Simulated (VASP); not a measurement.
# LiBr (Fm-3m) in VASP: settings compared

The runs below take LiBr through single point, with HSE06, PBE0.

All numbers are computed with VASP 6.6.1; they aren't measurements. Logs are shortened: lines on timing, memory, paths and dates and some standing lists are left out, and cuts for length are marked.

### 1 The cell of the first run

The structure is cubic, space group Fm-3m (No. 225). The conventional cell has a = 5.479 Å, b = 5.479 Å, c = 5.479 Å, α = 90.00°, β = 90.00°, γ = 90.00°. Li (site symmetry m-3m) has 6 Br at 2.74 Å within 3.6 Å. Br (site symmetry m-3m) has 6 Li at 2.74 Å within 3.6 Å.

### 2 Single point, HSE06

Contents of POSCAR:

```
LiBr
1.0
    0.0000000000      2.7395851561      2.7395851561
    2.7395851561      0.0000000000      2.7395851561
    2.7395851561      2.7395851561      0.0000000000
Li Br
1 1
Direct
    0.0000000000      0.0000000000      0.0000000000
    0.5000000000      0.5000000000      0.5000000000
```

Contents of INCAR.step1:

```
ALGO     = Normal         # electronic algorithm
EDIFF    = 1E-5           # SCF threshold, eV
ENCUT    = 650            # plane-wave cutoff, eV
GGA      = PE             # functional
GGA_COMPAT= F            
ISIF     = 2              # what is computed and relaxed
ISMEAR   = 0              # smearing method
LASPH    = T              # aspherical terms in the spheres
LCHARG   = F              # write CHGCAR
LREAL    = F              # projectors in reciprocal space
LWAVE    = T              # write WAVECAR
NBANDS   = 12             # bands
NELM     = 120            # most SCF steps
PREC     = Accurate       # precision mode
SIGMA    = 0.01           # smearing width, eV
```

Contents of INCAR.step2:

```
ALGO     = Normal         # electronic algorithm
EDIFF    = 1E-6           # SCF threshold, eV
ENCUT    = 650            # plane-wave cutoff, eV
GGA      = PE             # functional
GGA_COMPAT= F            
HFSCREEN = 0.2079         # screening, 1/A
ISIF     = 2              # what is computed and relaxed
ISMEAR   = 0              # smearing method
ISTART   = 1            
LASPH    = T              # aspherical terms in the spheres
LCHARG   = F              # write CHGCAR
LHFCALC  = T              # exact exchange
LREAL    = F              # projectors in reciprocal space
LWAVE    = F              # write WAVECAR
NBANDS   = 12             # bands
NELM     = 120            # most SCF steps
PREC     = Accurate       # precision mode
PRECFOCK = Normal       
SIGMA    = 0.01           # smearing width, eV
```

Contents of KPOINTS:

```
k-points
0
Gamma
  6 6 6
```

Potentials or basis: VASP PAW PBE potentials, release 64 (Li_sv, Br).

Started as:

```bash
> cat potpaw_PBE.64/Li_sv/POTCAR potpaw_PBE.64/Br/POTCAR > POTCAR
> cp INCAR.step1 INCAR
> mpirun -np 1 vasp_std > vasp.out
> cp INCAR.step2 INCAR
> mpirun -np 1 vasp_std > vasp.out
```

OUTCAR:

```text
EDIFF = 1E-6
   ENCUT = 650
   GGA = PE
   HFSCREEN = 0.2079
   ISIF = 2
   ISMEAR = 0
   ISTART = 1
   LASPH = T
   LHFCALC = T
   LREAL = F
   NELM = 120
   PREC = Accurate
   PRECFOCK = Normal

 ion  position               nearest neighbor table
   1  0.000  0.000  0.000-
   2  0.500  0.500  0.500-

  LATTYP: Found a face centered cubic cell.
 ALAT       =     5.4791703122

  Lattice vectors:

 A1 = (   0.0000000000,   2.7395851561,   2.7395851561)
 A2 = (   2.7395851561,   0.0000000000,   2.7395851561)
 A3 = (   2.7395851561,   2.7395851561,   0.0000000000)

Analysis of symmetry for initial positions (statically):
=====================================================================
 Subroutine PRICEL returns:
 Original cell was already a primitive cell.

 Routine SETGRP: Setting up the symmetry group for a
 face centered cubic supercell.

 Subroutine GETGRP returns: Found 48 space group operations
 (whereof 48 operations were pure point group operations)
 out of a pool of 48 trial point group operations.

The static configuration has the point symmetry O_h .

Analysis of symmetry for dynamics (positions and initial velocities):
=====================================================================
 Subroutine PRICEL returns:
 Original cell was already a primitive cell.

 Routine SETGRP: Setting up the symmetry group for a
 face centered cubic supercell.

 Subroutine GETGRP returns: Found 48 space group operations
 (whereof 48 operations were pure point group operations)
 out of a pool of 48 trial point group operations.

The dynamic configuration has the point symmetry O_h .

 Subroutine INISYM returns: Found 48 space group operations
 (whereof 48 operations are pure point group operations),
 and found     1 'primitive' translations

----------------------------------------------------------------------------------------

                                     Primitive cell

  volume of cell :      41.1230

  direct lattice vectors                    reciprocal lattice vectors
     0.000000000  2.739585156  2.739585156    -0.182509384  0.182509384  0.182509384
     2.739585156  0.000000000  2.739585156     0.182509384 -0.182509384  0.182509384
     2.739585156  2.739585156  0.000000000     0.182509384  0.182509384 -0.182509384

  length of vectors
     3.874358483  3.874358483  3.874358483     0.316115526  0.316115526  0.316115526

  position of ions in fractional coordinates (direct lattice)
     0.000000000  0.000000000  0.000000000
     0.500000000  0.500000000  0.500000000

  ion indices of the primitive-cell ions
   primitive index   ion index
                 1           1
                 2           2

----------------------------------------------------------------------------------------

 KPOINTS: k-points

Automatic generation of k-mesh.
 Grid dimensions read from file:
 generate k-points for:    6    6    6

 Generating k-lattice:

  Cartesian coordinates                     Fractional coordinates (reciprocal lattice)
    -0.030418231  0.030418231  0.030418231     0.166666667  0.000000000  0.000000000
     0.030418231 -0.030418231  0.030418231     0.000000000  0.166666667  0.000000000
     0.030418231  0.030418231 -0.030418231     0.000000000  0.000000000  0.166666667

  Length of vectors
     0.052685921  0.052685921  0.052685921

  Shift w.r.t. Gamma in fractional coordinates (k-lattice)
     0.000000000  0.000000000  0.000000000

 Subroutine IBZKPT returns following result:
 ===========================================

 Found     16 irreducible k-points:

 Following reciprocal coordinates:
            Coordinates               Weight
  0.000000  0.000000  0.000000      1.000000
  0.166667  0.000000  0.000000      8.000000
  0.333333  0.000000  0.000000      8.000000
  0.500000  0.000000  0.000000      4.000000
  0.166667  0.166667  0.000000      6.000000
  0.333333  0.166667  0.000000     24.000000
[... 8 lines left out ...]
 -0.333333  0.333333  0.166667     24.000000
 -0.333333  0.500000  0.166667     12.000000
   k-points           NKPTS =     16   k-points in BZ     NKDIM =    216   number of bands    NBANDS=     12
   number of dos      NEDOS =    301   number of ions     NIONS =      2
   total plane-waves  NPLWV =  32768
   dimension x,y,z NGX =    32 NGY =   32 NGZ =   32
   dimension x,y,z NGXF=    64 NGYF=   64 NGZF=   64
   ions per type =               1   1
   NGX,Y,Z   is equivalent  to a cutoff of  13.73, 13.73, 13.73 a.u.
   NGXF,Y,Z  is equivalent  to a cutoff of  27.46, 27.46, 27.46 a.u.
 SYSTEM =  unknown system
   PREC   = accura    normal or accurate (medium, high low for compatibility)
   ISTART =      1    job   : 0-new  1-cont  2-samecut
   ICHARG =      0    charge: 1-file 2-atom 10-const
   ISPIN  =      1    spin polarized calculation?
   LNONCOLLINEAR =      F non collinear calculations
   LSORBIT =      F    spin-orbit coupling
   LASPH  =      T    aspherical Exc in radial PAW
   ENCUT  =  650.0 eV  47.77 Ry    6.91 a.u.   8.05  8.05  8.05*2*pi/ulx,y,z
   NELM   =    120;   NELMIN=  2; NELMDL=  0     # of ELM steps
   EDIFF  = 0.1E-05   stopping-criterion for ELM
   LREAL  =      F    real-space projection
   EDIFFG = 0.1E-04   stopping-criterion for IOM
   NSW    =      0    number of steps for IOM
   IBRION =     -1    ionic relax: 0-MD 1-quasi-New 2-CG
   NFREE  =      0    steps in history (QN), initial steepest desc. (CG)
   ISIF   =      2    stress and relaxation
   ISYM   =      3    0-nonsym 1-usesym 2-fastsym
   POTIM  = 0.5000    time-step for ionic-motion
   TEBEG  =    0.0;   TEEND  =   0.0 temperature during run
   PSTRESS=    0.0 pullay stress
   NELECT =      10.0000    total number of electrons
   NUPDOWN=      -1.0000    fix difference up-down
   EMIN   =  10.00;   EMAX   =-10.00  energy-range for DOS
   EFERMI =   0.00;   METHOD = LEGACY
   ISMEAR =     0;   SIGMA  =   0.01  broadening in eV -4-tet -1-fermi 0-gaus
   EFERMI_NEDOS =   21; number of points for ismear=-14 and -15
   IALGO  =     38    algorithm
   IMIX   =      1    mixing-type and parameters
     AMIX     =   0.40;   BMIX     =  1.00
     AMIX_MAG =   1.60;   BMIX_MAG =  1.00
  volume/ion in A,a.u.               =      20.56       138.76
  Fermi-wavevector in a.u.,A,eV,Ry     =   1.021833  1.930985 14.206430  1.044143
  Thomas-Fermi vector in A             =   2.155480
   LORBIT       =      0    0 simple, 1 ext, 2 COOP (PROOUT), +10 PAW based schemes
   GGA     = PE    functional components
   LHFCALC =     T    Hartree Fock is set to
   PRECFOCK=normal    Normal, Fast or Accurate (Low or Medium for compatibility)
   ENCUT4O =  -1.0   cutoff for four orbital integrals eV
   NKREDX  =     1    reduce k-point grid by
   NKREDY  =     1    reduce k-point grid by
   NKREDZ  =     1    reduce k-point grid by
   AEXX    =    0.2500 exact exchange contribution
   HFSCREEN=    0.2079 screening length (either q_TF or 0.3 A-1)
   HFSCREENC=   0.2079 screening length for correlation (either q_TF or 0.3 A-1)
   ENCUTFOCK=  -1.0 apply spherical cutoff to Coloumb kernel
   IVDW    =     0    specifies the selected vdW correction
   LEPSILON=     F    determine dielectric tensor
   LRPA    =     F    only Hartree local field effects (RPA)
 non-spin polarized calculation
 Gauss-broadening in eV      SIGMA  =   0.01
  energy-cutoff  :      650.00
  volume of cell :       41.12
 maximum number of plane-waves:      1572
  NGX = 28; NGY = 28; NGZ = 28

 number of electron      10.0000006 magnetization

 Free energy of the ion-electron system (eV)
  ---------------------------------------------------
  ext. energy  EPLUGINS =         0.00000000
  ---------------------------------------------------
  free energy    TOTEN  =        -7.60270862 eV

  energy without entropy =       -7.60270862  energy(sigma->0) =       -7.60270862

 E-fermi :  -0.2632     XC(G=0):  -7.0704

 val. band max:       -0.4400022971   @ k =   0.0000   0.0000   0.0000
 cond. band min:       5.7680653891   @ k =   0.0000   0.0000   0.0000
 fundamental gap:      6.2080676862
 Fermi energy:        -0.2631780329

 k-point     1 :       0.0000    0.0000    0.0000
  band No.  band energies     occupation
      1     -47.7151      2.00000
      2     -15.0698      2.00000
      3      -0.4400      2.00000
      4      -0.4400      2.00000
      5      -0.4400      2.00000
      6       5.7681      0.00000
      7      11.3790      0.00000
      8      11.3790      0.00000
      9      11.3790      0.00000
     10      13.3641      0.00000
     11      13.3641      0.00000
     12      13.3641      0.00000

 k-point     2 :       0.1667    0.0000    0.0000
  band No.  band energies     occupation
      1     -47.7150      2.00000
      2     -14.9440      2.00000
      3      -1.4452      2.00000
      4      -0.5199      2.00000
      5      -0.5199      2.00000
      6       6.5638      0.00000
      7      10.4518      0.00000
      8      10.8999      0.00000
      9      10.8999      0.00000
     10      12.5466      0.00000
     11      12.5466      0.00000
     12      13.8254      0.00000

 k-point     3 :       0.3333    0.0000    0.0000
  band No.  band energies     occupation
      1     -47.7144      2.00000
      2     -14.6720      2.00000
      3      -2.9651      2.00000
      4      -0.6672      2.00000
      5      -0.6672      2.00000
      6       6.6507      0.00000
      7       9.4836      0.00000
      8       9.4836      0.00000
      9      11.5937      0.00000
     10      14.3523      0.00000
     11      14.5126      0.00000
     12      14.5126      0.00000
[... 166 lines left out ...]
 k-point    15 :      -0.3333    0.3333    0.1667
  band No.  band energies     occupation
      1     -47.7137      2.00000
      2     -14.3647      2.00000
      3      -3.0798      2.00000
      4      -2.3598      2.00000
      5      -1.3498      2.00000
      6       8.5350      0.00000
      7       8.7537      0.00000
      8      10.6657      0.00000
      9      11.0731      0.00000
     10      14.2978      0.00000
     11      15.1554      0.00000
     12      18.2275      0.00000

 k-point    16 :      -0.3333    0.5000    0.1667
  band No.  band energies     occupation
      1     -47.7135      2.00000
      2     -14.3077      2.00000
      3      -3.2105      2.00000
      4      -2.2808      2.00000
      5      -1.6860      2.00000
      6       8.0004      0.00000
      7       9.0975      0.00000
      8      10.7965      0.00000
      9      11.5750      0.00000
     10      14.2896      0.00000
     11      16.4548      0.00000
     12      18.5708      0.00000

------------------------ aborting loop because EDIFF is reached ----------------------------------------

  FORCE on cell =-STRESS in cart. coord.  units (eV):
  Direction    XX          YY          ZZ          XY          YZ          ZX
  --------------------------------------------------------------------------------------
  -------------------------------------------------------------------------------------
  Total       -0.0515424     -0.0515424     -0.0515424     -0.0000000     -0.0000000     -0.0000000
  in kB       -2.0081242     -2.0081242     -2.0081242     -0.0000000     -0.0000000     -0.0000000
  external PRESSURE =      -2.0081242 kB  Pullay stress =       0.0000000 kB

 VOLUME and BASIS-vectors are now :
 -----------------------------------------------------------------------------
  energy-cutoff  :      650.00
  volume of cell :       41.12
      direct lattice vectors                 reciprocal lattice vectors
     0.000000000  2.739585156  2.739585156    -0.182509384  0.182509384  0.182509384
     2.739585156  0.000000000  2.739585156     0.182509384 -0.182509384  0.182509384
     2.739585156  2.739585156  0.000000000     0.182509384  0.182509384 -0.182509384

 POSITION                                       TOTAL-FORCE (eV/Angst)
 -----------------------------------------------------------------------------------
      0.00000      0.00000      0.00000         0.000000      0.000000     -0.000000
      2.73959      2.73959      2.73959        -0.000000     -0.000000      0.000000
 -----------------------------------------------------------------------------------
    total drift:                                0.000000      0.000000      0.000000

  FREE ENERGIE OF THE ION-ELECTRON SYSTEM (eV)
  ---------------------------------------------------
  free  energy   TOTEN  =        -7.6027086153 eV

  energy  without entropy=       -7.6027086153  energy(sigma->0) =       -7.60270862
```

It took 40 min on 1 thread of Intel Xeon Platinum 8175M at 2.50GHz (Skylake/Cascade Lake), shared host; peak memory 0.31 GiB.

Results:

| Quantity | Value |
| --- | --- |
| Free energy | -7.6027 eV |
| Pressure | -0.2 GPa |
| Band gap on the k mesh | 6.21 eV |

Levels at points of the mesh, in eV from the valence-band top:
| k point | band 3 | band 4 | band 5 | band 6 | band 7 | band 8 |
| --- | --- | --- | --- | --- | --- | --- |
| (0.00, 0.00, 0.00) | 0.00 | 0.00 | 0.00 | 6.21 | 11.82 | 11.82 |
| (0.50, 0.00, 0.00) | -3.17 | -0.30 | -0.30 | 6.82 | 9.41 | 9.41 |
| (0.50, 0.50, 0.00) | -3.16 | -1.25 | -1.25 | 7.48 | 8.24 | 13.24 |

Caveat: the PAW data sets were made with another functional, which shifts forces and pressure a little.

### 3 Single point, PBE0

POSCAR is that of step 2.

Contents of INCAR.step1:

```
SYSTEM = LiBr
PREC = Accurate
ENCUT = 650
EDIFF = 1E-5
ISMEAR = 0
SIGMA = 0.01
LREAL = .FALSE.
LASPH = .TRUE.
NELM = 120
ALGO = Normal
ISIF = 2
LWAVE = .TRUE.
LCHARG = .FALSE.
NBANDS = 12
GGA = PE
GGA_COMPAT = .FALSE.
```

Contents of INCAR.step2:

```
SYSTEM = LiBr
PREC = Accurate
ENCUT = 650
EDIFF = 1E-6
ISMEAR = 0
SIGMA = 0.01
LREAL = .FALSE.
LASPH = .TRUE.
NELM = 120
ALGO = Normal
ISIF = 2
LWAVE = .FALSE.
LCHARG = .FALSE.
GGA = PE
LHFCALC = .TRUE.
AEXX = 0.25
PRECFOCK = Normal
NBANDS = 12
ISTART = 1
GGA_COMPAT = .FALSE.
```

Contents of KPOINTS:

```
Automatic mesh
0
G
  6 6 6
  0 0 0
```

Potentials or basis: VASP PAW PBE potentials, release 64 (Li_sv, Br).

Started as:

```bash
> cat potpaw_PBE.64/Li_sv/POTCAR potpaw_PBE.64/Br/POTCAR > POTCAR
> cp INCAR.step1 INCAR
> mpirun -np 1 vasp_std > vasp.out
> cp INCAR.step2 INCAR
> mpirun -np 1 vasp_std > vasp.out
```

It took 30 min on 1 thread of Intel Xeon Platinum 8175M at 2.50GHz (Skylake/Cascade Lake), shared host; peak memory 0.21 GiB.

The run converged. Its results:

| Property | Result |
| --- | --- |
| Free energy | -8.1223 eV |
| Pressure | -0.3 GPa |
| Band gap on the k mesh | 6.91 eV |

Levels at points of the mesh, in eV from the valence-band top:
```tsv
k point	band 2	band 3	band 4	band 5	band 6	band 7	band 8	band 9
(0.00, 0.00, 0.00)	-14.68	0.00	0.00	0.00	6.91	12.57	12.57	12.57
(0.50, 0.00, 0.00)	-14.13	-3.21	-0.30	-0.30	7.53	10.15	10.15	14.19
(0.50, 0.50, 0.00)	-13.91	-3.20	-1.26	-1.26	8.21	8.96	13.99	14.82
```

Caveat: the PAW data sets were made with another functional, which shifts forces and pressure a little.
